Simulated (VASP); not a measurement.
RbCaH3, 5 atoms in the cell. Symmetry: Pm-3m, No. 221, cubic system. The conventional cell has a = 4.547 Å, b = 4.547 Å, c = 4.547 Å, α = 90.00°, β = 90.00°, γ = 90.00°. Within 4.2 Å of Rb (site symmetry m-3m) lie 12 H at 3.22 Å and 8 Ca at 3.94 Å. Ca (site symmetry m-3m) has 6 H at 2.27 Å within 3.0 Å. H (site symmetry 4/mmm) has 2 Ca at 2.27 Å within 3.0 Å. 

```yaml
Program: VASP 6.6.1
Task: relaxation of the atoms
Functional: r2SCAN
Potentials_or_basis: VASP PAW PBE potentials, release 64 (Rb_sv, Ca_sv, H)
Cutoff: 520 eV
k_mesh: 6 × 6 × 6
Occupations: fermi-dirac, width 0.02 eV
Spin: no spin polarisation
Dipole_correction: no
Further_INCAR_settings: ALGO = Normal; EDIFF = 1e-06; IBRION = 2; EDIFFG = -0.01; NSW = 50
```

Potentials or basis: VASP PAW PBE potentials, release 64 (Rb_sv, Ca_sv, H).

Run with:

```bash
$ cat potpaw_PBE.64/Rb_sv/POTCAR potpaw_PBE.64/Ca_sv/POTCAR potpaw_PBE.64/H/POTCAR > POTCAR
$ cp INCAR.step1 INCAR
$ mpirun -np 1 vasp_std > vasp.out
$ cp INCAR.step2 INCAR
$ mpirun -np 1 vasp_std > vasp.out
```

Hardware: 1 thread of Oxide Virtual Turin-like Processor (shared host).

Task: How long does it take, and how much memory?

Result: Wall time 3.3 min on 1 thread of Oxide Virtual Turin-like Processor (shared host), peak memory 0.2 GiB. Counts: k points 20, ion steps 1.
